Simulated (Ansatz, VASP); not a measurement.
# Be4Os in VASP and in Ansatz

The input INCAR:

```
SYSTEM = Be4Os
PREC = Accurate ; ENCUT = 520
EDIFF = 1E-6 ; ISMEAR = 0
SIGMA = 0.1 ; LREAL = .FALSE.
LASPH = .TRUE. ; NELM = 150
ALGO = Normal ; ISIF = 2
LWAVE = .FALSE. ; LCHARG = .FALSE.
ISPIN = 2 ; MAGMOM = 0 0 0 0 1
LORBIT = 11 ; LMAXMIX = 4
GGA = PE ; NBANDS = 20
```

KPOINTS

```
Automatic mesh
0
G
  6 6 6
  0 0 0
```

File POSCAR:

```
Be4Os
1.0
   -2.7840103996      2.7840103996      1.5442140497
    2.7840103996     -2.7840103996      1.5442140497
    2.7840103996      2.7840103996     -1.5442140497
Be Os
4 1
Direct
    0.7952168435      0.3900100042      0.1852268478
    0.3900100042      0.2047831565      0.5947931607
    0.6099899958      0.7952168435      0.4052068393
    0.2047831565      0.6099899958      0.8147731522
    0.0000000000      0.0000000000      0.0000000000
```

Input for Ansatz:

```yaml
crystal:
  lattice:
    - [-2.7840103996, 2.7840103996, 1.5442140497]
    - [2.7840103996, -2.7840103996, 1.5442140497]
    - [2.7840103996, 2.7840103996, -1.5442140497]
  atoms:
    - { symbol: Be, position: [0.7952168435, 0.3900100042, 0.1852268478] }
    - { symbol: Be, position: [0.3900100042, 0.2047831565, 0.5947931607] }
    - { symbol: Be, position: [0.6099899958, 0.7952168435, 0.4052068393] }
    - { symbol: Be, position: [0.2047831565, 0.6099899958, 0.8147731522] }
    - { symbol: Os, position: [0.0, 0.0, 0.0], spin: 1.0 }
basis:
  ecutwfc: 420
kpoints:
  mp_grid: { grid: [6, 6, 6] }
hamiltonian:
  xc: pbe
scf:
  occupations: { method: gaussian, width: 0.1 }
  lower_state_search: "off"
output:
  forces: true
  stress: true
  eigenvalues: true
  populations: true
magnetization:
  spin_polarized: true
```

Change from the starting cell: the structure that the rattled cell fell into.

Alike in both runs: task single point; functional PBE; k mesh 6 × 6 × 6; occupations gaussian, width 0.1 eV; collinear spin.

```csv
,VASP,Ansatz
version,VASP 6.6.1,Ansatz 0.2.0
potentials or method,"VASP PAW PBE potentials, release 64 (Be, Os), cutoff 520 eV","scalar-relativistic, plane waves, PAW"
valence electrons in the cell,16,24
```

VASP gave:

- gap on the k mesh at the Fermi level (eV): none
- pressure (GPa): 0.3
- rms of the force components (eV/Å): 0.006
- net moment per atom (μB): 0.00

Estimate Ansatz's values.

gap on the k mesh at the Fermi level (eV): none; pressure (GPa): 0.1; rms of the force components (eV/Å): 0.001; net moment per atom (μB): 0.00.

Atom by atom the forces differ by 0.006 eV/Å (rms over components). A gap of «none» marks a metal or a gap that the smearing closes. The functional is the same, so the differences come from potentials, cutoffs and numerics. VASP's potentials hold 16 valence electrons a cell and Ansatz's 24, so a difference there can come from the potentials and not from the codes. Ansatz's warnings: seeded moment not kept.

The k mesh is coarse, so the values compare programs but aren't converged. Spin-orbit coupling is off throughout.
